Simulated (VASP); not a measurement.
A run of VASP 6.6.1 is set up as follows.

The input INCAR:

```
SYSTEM = CaO
PREC = Accurate
ENCUT = 520
EDIFF = 1E-7
ISMEAR = 0
SIGMA = 0.01
LREAL = .FALSE.
LASPH = .TRUE.
NELM = 100
ALGO = Normal
ISIF = 2
LWAVE = .FALSE.
LCHARG = .FALSE.
GGA = PS
NBANDS = 15
```

File KPOINTS:

```
regular mesh
0
G
  10 10 10
  0 0 0
```

Contents of POSCAR:

```
CaO
1.0
    0.0000000000      2.3954941216      2.3954941216
    2.3954941216      0.0000000000      2.3954941216
    2.3954941216      2.3954941216      0.0000000000
Ca O
1 1
Direct
    0.0000000000      0.0000000000      0.0000000000
    0.5000000000      0.5000000000      0.5000000000
```

Potentials or basis: VASP PAW PBE potentials, release 64 (Ca_sv, O).

Run with:

```bash
$ cat potpaw_PBE.64/Ca_sv/POTCAR potpaw_PBE.64/O/POTCAR > POTCAR
$ mpirun -np 1 vasp_std > vasp.out
```

Problem. Estimate the pressure.

Solution. -1.1 GPa.

Problem. Estimate the band gap on the k mesh.

Solution. 3.53 eV (least direct gap 3.91 eV).

Caveat: the PAW data sets were made with another functional, which shifts forces and pressure a little. A k mesh can miss the band edges.
